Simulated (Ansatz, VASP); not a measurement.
One calculation of MgNi3Te4, two programs

```
CELL_PARAMETERS angstrom
4.10795 0.00157 0.00095
-2.05262 3.55480 -0.00048
0.00274 0.00017 11.22419
ATOMIC_POSITIONS crystal
Mg 0.99987 0.99980 0.00002
Ni 0.00005 0.00036 0.49998
Ni 0.99907 0.99907 0.26252
Ni 0.00106 0.00081 0.73749
Te 0.33291 0.66610 0.15608
Te 0.33353 0.66699 0.61229
Te 0.66645 0.33313 0.38771
Te 0.66706 0.33374 0.84391
```

Change from the starting cell: cell x1, atoms moved at random (sigma 0.1 Å) and cell strained at random (1.5 %), then relaxed without symmetry.

Alike in both runs: functional PBE; k mesh 6 × 6 × 2; occupations gaussian, width 0.2 eV; no spin polarisation.

Ansatz relaxed the structure, and its values are those at the end. VASP's run is a single point on that final structure, the one shown.

|  | VASP | Ansatz |
| --- | --- | --- |
| version | VASP 6.6.1 | Ansatz 0.2.0 |
| potentials or method | VASP PAW PBE potentials, release 64 (Mg, Ni, Te), cutoff 520 eV | scalar-relativistic, plane waves, PAW |
| valence electrons in the cell | 56 | 128 |

Ansatz gave:

```
gap on the k mesh at the Fermi level (eV) : none
pressure (GPa)                            : -0.1
rms of the force components (eV/Å)        : 0.008
```

Task: What did VASP give for the same quantities?

Result: gap on the k mesh at the Fermi level (eV): none; pressure (GPa): -0.1; rms of the force components (eV/Å): 0.010.

A gap of «none» marks a metal or a gap that the smearing closes. With one functional, cell and mesh, what is left measures potentials, basis and numerics. VASP's potentials hold 56 valence electrons a cell and Ansatz's 128, so a difference there can come from the potentials and not from the codes.

Spin-orbit coupling is off throughout.
